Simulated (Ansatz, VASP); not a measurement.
## TaSi2 in VASP and in Ansatz

```xyz
9
Lattice="4.7800 0.0000 0.0000 -2.3900 4.1396 0.0000 0.0000 0.0000 6.5640" Properties=species:S:1:pos:R:3 pbc="T T T"
Ta    2.3900    0.0000    3.2820
Ta    1.1950    2.0698    5.4700
Ta   -1.1950    2.0698    1.0940
Si    0.0000    1.3797    3.2820
Si    3.5851    0.6899    5.4700
Si    1.1951    3.4497    1.0940
Si    2.3900    2.7599    3.2820
Si   -1.1951    3.4497    5.4700
Si    1.1949    0.6899    1.0940
```

Alike in both runs: task electric field gradients; functional PBE; k mesh 8 × 8 × 5; occupations fermi-dirac, width 0.05 eV; no spin polarisation.

|  | VASP | Ansatz |
| --- | --- | --- |
| version | VASP 6.6.1 | Ansatz 0.2.0 |
| potentials or method | VASP PAW PBE potentials, release 64 (Ta_pv, Si) | plane-wave PAW, scalar-relativistic |
| plane-wave cutoff (eV) | 520 | 420 |
| valence electrons in the cell | 57 | 63 |

VASP gave:

| Property | Result |
| --- | --- |
| pressure (GPa) | 3.7 |
| traceless stress, the component that is largest in VASP (GPa) | 1.37 |
| rms of the force components (eV/Å) | 0.379 |
| size of Vzz on the site where it differs most (V/Å²) | 38.2 |

Problem. Estimate Ansatz's values.

Solution. Pressure (GPa): 3.5; traceless stress, the component that is largest in VASP (GPa): 1.34; rms of the force components (eV/Å): 0.377; size of Vzz on the site where it differs most (V/Å²): 47.8.

Atom by atom the forces differ by 0.002 eV/Å (rms over components). VASP's potentials hold 57 valence electrons a cell and Ansatz's 63, so a difference there can come from the potentials and not from the codes.

Neither program's run includes spin-orbit coupling.
